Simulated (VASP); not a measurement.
Runs of VASP 6.6.1 on KGeO3. The structure is that of space group Pm-3m (No. 221), or close to it. The cells are those of the table. 

| task | potentials or basis | cell | k mesh | cutoff (eV) | second run | gap on the mesh (eV) | pressure (GPa) | relaxed volume (Å³/atom) |
| --- | --- | --- | --- | --- | --- | --- | --- | --- |
| single point | VASP PAW LDA potentials, release 64 (K_sv, Ge_d, O_h) | a = 3.746 Å, 5 atoms | 5 × 5 × 5 | 910 | hard_potentials | none | 3.7 | - |
| single point | VASP PAW LDA potentials, release 64 (K_sv, Ge_d, O) | a = 3.765 Å, 5 atoms | 5 × 5 × 5 | 520 | - | none | 1.3 | - |
| single point | VASP PAW LDA potentials, release 64 (K_sv, Ge_d, O) | a = 3.768 Å, 5 atoms | 4 × 4 × 4 | 520 | - | none | 1.2 | - |
| single point | VASP PAW LDA potentials, release 64 (K_sv, Ge_d, O) | a = 3.784 Å, 5 atoms | 5 × 5 × 5 | 520 | - | none | (b) | - |
| relaxation of cell and atoms | VASP PAW LDA potentials, release 64 (K_sv, Ge_d, O) | relaxed from a = 3.768 Å, 5 atoms | 5 × 5 × 5 | 600 | - | none | -0.4 | 10.77 |
| single point | VASP PAW LDA potentials, release 64 (K_sv, Ge_d, O_h) | a = 3.768 Å, 5 atoms | 4 × 4 × 4 | 910 | hard_potentials | none | 0.9 | - |
| single point | VASP PAW LDA potentials, release 64 (K_sv, Ge_d, O) | a = 3.746 Å, 5 atoms | 5 × 5 × 5 | 520 | - | none | (a) | - |
| single point | VASP PAW LDA potentials, release 64 (K_sv, Ge_d, O_h) | a = 3.765 Å, 5 atoms | 5 × 5 × 5 | 910 | hard_potentials | none | 0.9 | - |
| single point | VASP PAW LDA potentials, release 64 (K_sv, Ge_d, O_h) | a = 3.784 Å, 5 atoms | 5 × 5 × 5 | 910 | hard_potentials | none | -1.6 | - |
| relaxation of cell and atoms | VASP PAW LDA potentials, release 64 (K_sv, Ge_d, O) | relaxed from a = 4.200 Å, 5 atoms | 4 × 4 × 4 | 600 | - | none | -0.1 | 10.77 |

Alike in all rows: level LDA; no spin polarisation; smearing gaussian 0.05 eV.

Question: Estimate the missing entries.

Answer: (a) 4.0; (b) -1.3.

Caveats: some runs use coarse meshes; an odd number of electrons without spin polarisation forces a metal; a magnetic or distorted state may lie lower; the cutoff is under 1.25 times the usual one of these potentials, so pressure, stress and relaxed cells hold a basis-set (Pulay) error (some runs); the volume moved by over 15 % at a fixed basis, so the end points are rough (some runs).

A k mesh can miss the band edges, and the runs leave out spin-orbit coupling on Ge.

A gap of «none» marks levels without a gap at the run's occupations.
